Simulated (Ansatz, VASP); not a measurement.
# GeP5: VASP beside Ansatz

Contents of INCAR:

```
  ALGO = Normal
  EDIFF = 1E-7
  EDIFFG = -0.04
  ENCUT = 600
  GGA = PE
  IBRION = 2
  ISIF = 3
  ISMEAR = 0
  LASPH = True
  LCHARG = False
  LREAL = False
  LWAVE = False
  NELM = 60
  NSW = 90
  PREC = Accurate
  SIGMA = 0.1
```

The input KPOINTS:

```
k-points
0
Gamma
  6 6 2
```

File POSCAR:

```
GeP5
1.0
    4.2104212500      0.0000000000      0.0000000000
   -2.1052106200      3.6463317600      0.0000000000
    0.0000000000      0.0000000000      7.5426316900
Ge P
1 5
Direct
    0.0000000000      0.0000000000      0.0000000000
    0.5000000000      0.0000000000      0.0000000000
    0.0000000000      0.5000000000      0.0000000000
    0.5000000000      0.5000000000      0.0000000000
    0.3333333300      0.6666666700      0.5000000000
    0.6666666700      0.3333333300      0.5000000000
```

Input for Ansatz:

```yaml
crystal:
  lattice:
    - [4.21042125, 0.0, 0.0]
    - [-2.10521062, 3.64633176, 0.0]
    - [0.0, 0.0, 7.54263169]
  atoms:
    - { symbol: Ge, position: [0.0, 0.0, 0.0] }
    - { symbol: P, position: [0.5, 0.0, 0.0] }
    - { symbol: P, position: [0.0, 0.5, 0.0] }
    - { symbol: P, position: [0.5, 0.5, 0.0] }
    - { symbol: P, position: [0.33333333, 0.66666667, 0.5] }
    - { symbol: P, position: [0.66666667, 0.33333333, 0.5] }
basis:
  ecutwfc: 420
kpoints:
  mp_grid: { grid: [6, 6, 2] }
hamiltonian:
  xc: pbe
scf:
  occupations: { method: gaussian, width: 0.1 }
  lower_state_search: "off"
output:
  forces: true
  stress: true
  eigenvalues: true
relax:
  adjacent_minimum: "off"
  f_tol: 0.04
  max_steps: 70
  cell: { stress_tol: 0.4 }
```

Alike in both runs: task relaxation of cell and atoms; functional PBE; k mesh 6 × 6 × 2; occupations gaussian, width 0.1 eV; no spin polarisation.

```csv
,VASP,Ansatz
version,VASP 6.6.1,Ansatz 0.2.0
potentials or method,"VASP PAW PBE potentials, release 64 (Ge_d, P), cutoff 600 eV","scalar-relativistic, plane waves, PAW"
valence electrons in the cell,39,39
```

Ansatz gave:

- gap on the k mesh at the Fermi level, each at its own relaxed structure (eV): none
- relaxed volume (Å³/atom): 19.06
- relaxed length of the cell vector where the two differ most in proportion (Å): 5.484

Task: Which values does VASP return?

Result: gap on the k mesh at the Fermi level, each at its own relaxed structure (eV): none; relaxed volume (Å³/atom): 19.13; relaxed length of the cell vector where the two differ most in proportion (Å): 5.500.

A gap of «none» marks a metal or a gap that the smearing closes.

The k mesh is coarse, so the values compare programs but aren't converged.
